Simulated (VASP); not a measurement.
# Al7N8 (a cell with a defect) in VASP: a series of runs, part 2 of 2

VASP 6.6.1. Earlier steps stand in the parts before.

**3. Single point, PBE, collinear spin (atoms taken out, then relaxed in part)**

INCAR reads:

```
SYSTEM = Al7N8
  PREC = Accurate
  ENCUT = 520
  EDIFF = 1E-7
  ISMEAR = 0
  SIGMA = 0.01
  LREAL = Auto
  LASPH = .True.
  NELM = 150
  ALGO = Normal
  ISIF = 2
  LWAVE = .False.
  LCHARG = .True.
  ISPIN = 2
  MAGMOM = 0 0 0 0 0 0 0 0.5 0 0 0 0.5 0.5 0 0.5
  LORBIT = 11
  GGA = PE
  LELF = .True.
  LVHAR = .True.
  NELECT = 64.0
  NBANDS = 48
```

KPOINTS reads:

```
Automatic mesh
0
Gamma
  2 2 2
  0 0 0
```

POSCAR reads:

```
Al7N8
1.0
    0.0000000000      0.0000000000      5.0179604226
   -3.1302455678      5.4217443637      0.0000000000
   -3.1302455678     -5.4217443637      0.0000000000
Al N
7 8
Direct
    0.9910981938      0.6592638374      0.3223658874
    0.9910900172      0.1751937391      0.8382891403
    0.9910903183      0.6592722409      0.8382915731
    0.5112201253      0.8410242137      0.1712150537
    0.5112111232      0.3263381042      0.1712102063
    0.4955600773      0.8312385232      0.6663165705
    0.5112111296      0.3263510665      0.6565320530
    0.4135739588      0.1645677951      0.3329850930
    0.3767303625      0.6658896382      0.3356335678
    0.3767186341      0.1619177190      0.8316603731
    0.3767283175      0.6659014569      0.8316677709
    0.8742002551      0.8091187138      0.1552601884
    0.8741822152      0.3423140326      0.1552418159
    0.8763140207      0.8312362481      0.6663160066
    0.8741901378      0.3423129577      0.6884509506
```

Potentials or basis: VASP PAW PBE potentials, release 64 (Al, N).

Launch:

```console
cat potpaw_PBE.64/Al/POTCAR potpaw_PBE.64/N/POTCAR > POTCAR
mpirun -np 1 vasp_std > vasp.out
```

OUTCAR:

```text
SYSTEM = Al7N8
   PREC = Accurate
   ENCUT = 520
   EDIFF = 1E-7
   ISMEAR = 0
   LREAL = Auto
   LASPH = .True.
   NELM = 150
   ISIF = 2
   ISPIN = 2
   LORBIT = 11
   GGA = PE
   NELECT = 64.0

 ion  position               nearest neighbor table
   1  0.991  0.659  0.322-  13 1.82  12 1.82   9 1.94  14 1.95   4 3.01   5 3.01   2 3.03   3 3.03
                             6 3.11   6 3.14   4 3.17   5 3.17   3 3.23   2 3.23
   2  0.991  0.175  0.838-  13 1.82  15 1.82  10 1.94  14 1.95   7 3.01   5 3.01   1 3.03   3 3.03
                             6 3.11   6 3.14   7 3.17   5 3.17   3 3.23   1 3.23
   3  0.991  0.659  0.838-  15 1.82  12 1.82  11 1.94  14 1.95   4 3.01   7 3.01   2 3.03   1 3.03
                             6 3.11   6 3.14   7 3.17   4 3.17   1 3.23   2 3.23
   4  0.511  0.841  0.171-   8 1.82  12 1.83  11 1.96   9 1.96   1 3.01   3 3.01   5 3.04   7 3.04
                             6 3.13   6 3.13   1 3.17   3 3.17   7 3.22   5 3.22
   5  0.511  0.326  0.171-   8 1.82  13 1.83   9 1.96  10 1.96   2 3.01   1 3.01   7 3.04   4 3.04
                             6 3.13   6 3.13   1 3.17   2 3.17   4 3.22   7 3.22
   6  0.496  0.831  0.666-  10 1.89   9 1.89  11 1.89  14 1.91   3 3.11   2 3.11   1 3.11   4 3.13
                             7 3.13   5 3.13   5 3.13   7 3.13   4 3.13   1 3.14   3 3.14   2 3.14
   7  0.511  0.326  0.657-   8 1.82  15 1.83  11 1.96  10 1.96   2 3.01   3 3.01   5 3.04   4 3.04
                             6 3.13   6 3.13   2 3.17   3 3.17   4 3.22   5 3.22
   8  0.414  0.165  0.333-   5 1.82   4 1.82   7 1.82
   9  0.377  0.666  0.336-   6 1.89   1 1.94   5 1.96   4 1.96
  10  0.377  0.162  0.832-   6 1.89   2 1.94   5 1.96   7 1.96
  11  0.377  0.666  0.832-   6 1.89   3 1.94   4 1.96   7 1.96
  12  0.874  0.809  0.155-   1 1.82   3 1.82   4 1.83
  13  0.874  0.342  0.155-   1 1.82   2 1.82   5 1.83
  14  0.876  0.831  0.666-   6 1.91   3 1.95   1 1.95   2 1.95
  15  0.874  0.342  0.688-   2 1.82   3 1.82   7 1.83

  LATTYP: Found a hexagonal cell.
 ALAT       =     6.2604911357
 C/A-ratio  =     0.8015282370

  Lattice vectors:

 A1 = (  -3.1302455678,   5.4217443637,   0.0000000000)
 A2 = (  -3.1302455678,  -5.4217443637,   0.0000000000)
 A3 = (   0.0000000000,   0.0000000000,   5.0179604226)
[... 975 lines left out ...]

 VOLUME and BASIS-vectors are now :
 -----------------------------------------------------------------------------
  energy-cutoff  :      520.00
  volume of cell :      170.32
      direct lattice vectors                 reciprocal lattice vectors
     0.000000000  0.000000000  5.017960423     0.000000000  0.000000000  0.199284154
    -3.130245568  5.421744364  0.000000000    -0.159731877  0.092221242  0.000000000
    -3.130245568 -5.421744364  0.000000000    -0.159731877 -0.092221242  0.000000000

 POSITION                                       TOTAL-FORCE (eV/Angst)
 -----------------------------------------------------------------------------------
     -3.07274      1.82657      4.97329        -0.008059     -0.001918      0.002462
     -3.17245     -3.59513      4.97325         0.007928     -0.004780      0.007199
     -4.68774     -0.97060      4.97325        -0.002855      0.009259      0.002838
     -3.16856      3.63153      2.56528        -0.008469      0.002199     -0.003761
     -1.55745      0.84106      2.56524         0.001098     -0.008091     -0.001993
     -4.68772      0.89416      2.48670         0.001460     -0.001748     -0.000876
     -3.07667     -1.79016      2.56524         0.008005      0.003276     -0.002386
     -1.55746     -0.91312      2.07530        -0.000530      0.000506      0.003394
     -3.13501      1.79056      1.89042         0.004893      0.003146     -0.005335
     -3.11014     -3.63117      1.89036        -0.005258      0.003437     -0.004552
     -4.68776     -0.89874      1.89041         0.000586     -0.005657     -0.004826
     -3.01874      3.54505      4.38670         0.008999     -0.004507     -0.002169
     -1.55747      1.01426      4.38661         0.000336      0.008885     -0.001841
     -4.68771      0.89416      4.39731        -0.000301      0.000613      0.014612
     -3.22654     -1.87667      4.38665        -0.007832     -0.004619     -0.002767
 -----------------------------------------------------------------------------------
    total drift:                               -0.002673     -0.000298     -0.006975

  FREE ENERGIE OF THE ION-ELECTRON SYSTEM (eV)
  ---------------------------------------------------
  free  energy   TOTEN  =       -88.8448760947 eV

  energy  without entropy=      -88.8448760947  energy(sigma->0) =      -88.84487609

 total charge

# of ion       s       p       d       tot
------------------------------------------
    1        0.391   0.480   0.000   0.871
    2        0.391   0.480   0.000   0.871
    3        0.390   0.480   0.000   0.871
    4        0.386   0.470   0.000   0.857
    5        0.386   0.470   0.000   0.856
    6        0.386   0.469   0.000   0.855
    7        0.386   0.470   0.000   0.856
    8        1.231   2.657   0.000   3.888
    9        1.225   2.645   0.000   3.871
   10        1.225   2.645   0.000   3.871
   11        1.225   2.645   0.000   3.871
   12        1.234   2.661   0.000   3.895
   13        1.234   2.661   0.000   3.895
   14        1.225   2.641   0.000   3.866
   15        1.234   2.661   0.000   3.895
--------------------------------------------------
tot         12.549  24.537   0.000  37.087

 magnetization (x)

# of ion       s       p       d       tot
------------------------------------------
    1        0.000   0.000   0.000   0.000
    2        0.000   0.000   0.000   0.000
    3        0.000   0.000   0.000   0.000
    4        0.000   0.000   0.000   0.000
    5        0.000   0.000   0.000   0.000
    6       -0.000  -0.000   0.000  -0.000
    7        0.000   0.000   0.000   0.000
    8       -0.000  -0.000   0.000  -0.000
    9       -0.000  -0.000   0.000  -0.000
   10       -0.000  -0.000   0.000  -0.000
   11       -0.000  -0.000   0.000  -0.000
   12        0.000  -0.000   0.000  -0.000
   13        0.000  -0.000   0.000  -0.000
   14        0.000  -0.000   0.000   0.000
   15        0.000  -0.000   0.000  -0.000
--------------------------------------------------
tot          0.000  -0.000   0.000  -0.000
```

stdout:

```text
POSCAR found type information on POSCAR AlN
 POSCAR found :  2 types and      15 ions
 scaLAPACK will be used
 LDA part: xc-table for (Slater+PW92), standard interpolation
 POSCAR, INCAR and KPOINTS ok, starting setup
 FFT: planning ... GRIDC
 FFT: planning ... GRID_SOFT
 FFT: planning ... GRID
 WAVECAR not read
 entering main loop
 the old and the new charge density differ
 old charge density:    61.00000 new   64.00000
    0.264E+01
```

Wall time 2.4 min (1 thread of AMD EPYC 9R45 (Zen 5), shared host); peak memory 0.35 GiB.

What came out:

| Quantity | Value |
| --- | --- |
| Free energy | -88.8449 eV |
| Largest force | 0.015 eV/Å |
| Net moment | 0.00 μB per cell |
| Valence electrons inside the program's atomic spheres | Al 0.87, 0.86, 0.85 (each value once); N 3.89, 3.87, 3.90 (each value once) |

Forces in eV/Å, atoms in the order of the input:
```
Al  -0.008 -0.002  0.002
Al   0.008 -0.005  0.007
Al  -0.003  0.009  0.003
Al  -0.008  0.002 -0.004
Al   0.001 -0.008 -0.002
Al   0.001 -0.002 -0.001
Al   0.008  0.003 -0.002
N   -0.001  0.001  0.003
N    0.005  0.003 -0.005
N   -0.005  0.003 -0.005
N    0.001 -0.006 -0.005
N    0.009 -0.005 -0.002
N    0.000  0.009 -0.002
N    0.000  0.001  0.015
N   -0.008 -0.005 -0.003
```

Levels at points of the mesh, in eV from the Fermi level:
Spin up:
| k point | band 28 | band 29 | band 30 | band 31 | band 32 | band 33 | band 34 | band 35 | band 36 | band 37 |
| --- | --- | --- | --- | --- | --- | --- | --- | --- | --- | --- |
| (0.00, 0.00, 0.00) | -2.13 | -2.10 | -1.13 | -0.11 | -0.11 | 2.46 | 3.64 | 3.64 | 4.03 | 4.39 |
| (0.50, 0.00, 0.00) | -2.34 | -2.34 | -1.00 | -0.16 | -0.16 | 3.33 | 3.33 | 3.57 | 4.02 | 4.27 |
| (0.00, 0.50, 0.00) | -2.09 | -1.77 | -1.29 | -0.89 | -0.17 | 4.10 | 4.16 | 4.34 | 4.65 | 5.67 |
| (0.00, 0.00, 0.50) | -2.09 | -1.77 | -1.29 | -0.89 | -0.17 | 4.10 | 4.16 | 4.34 | 4.65 | 5.67 |
| (0.00, 0.50, 0.50) | -2.09 | -1.77 | -1.29 | -0.89 | -0.17 | 4.10 | 4.16 | 4.34 | 4.65 | 5.67 |
| (0.50, 0.50, 0.00) | -2.44 | -2.30 | -1.92 | -0.29 | -0.17 | 4.41 | 4.49 | 4.57 | 4.94 | 5.08 |
| (0.50, 0.00, 0.50) | -2.44 | -2.30 | -1.92 | -0.29 | -0.17 | 4.41 | 4.49 | 4.57 | 4.94 | 5.08 |
| (0.50, 0.50, 0.50) | -2.44 | -2.30 | -1.92 | -0.29 | -0.17 | 4.41 | 4.49 | 4.57 | 4.94 | 5.08 |
Spin down:
| k point | band 29 | band 30 | band 31 | band 32 | band 33 | band 34 | band 35 | band 36 |
| --- | --- | --- | --- | --- | --- | --- | --- | --- |
| (0.00, 0.00, 0.00) | -2.10 | -1.13 | -0.11 | -0.11 | 2.46 | 3.64 | 3.64 | 4.03 |
| (0.50, 0.00, 0.00) | -2.34 | -1.00 | -0.16 | -0.16 | 3.33 | 3.33 | 3.57 | 4.02 |
| (0.00, 0.50, 0.00) | -1.77 | -1.29 | -0.89 | -0.17 | 4.10 | 4.16 | 4.34 | 4.65 |
| (0.00, 0.00, 0.50) | -1.77 | -1.29 | -0.89 | -0.17 | 4.10 | 4.16 | 4.34 | 4.65 |
| (0.00, 0.50, 0.50) | -1.77 | -1.29 | -0.89 | -0.17 | 4.10 | 4.16 | 4.34 | 4.65 |
| (0.50, 0.50, 0.00) | -2.30 | -1.92 | -0.29 | -0.17 | 4.41 | 4.49 | 4.57 | 4.94 |
| (0.50, 0.00, 0.50) | -2.30 | -1.92 | -0.29 | -0.17 | 4.41 | 4.49 | 4.57 | 4.94 |
| (0.50, 0.50, 0.50) | -2.30 | -1.92 | -0.29 | -0.17 | 4.41 | 4.49 | 4.57 | 4.94 |

Caveat: the k points lie up to 0.63 Å⁻¹ apart; the cell carries a net charge on a neutralising background, which shifts energy and pressure; the cell differs from its parent crystal (atoms taken out, then relaxed in part); the cell is charged against a uniform background, so pressure and absolute levels hang on convention.
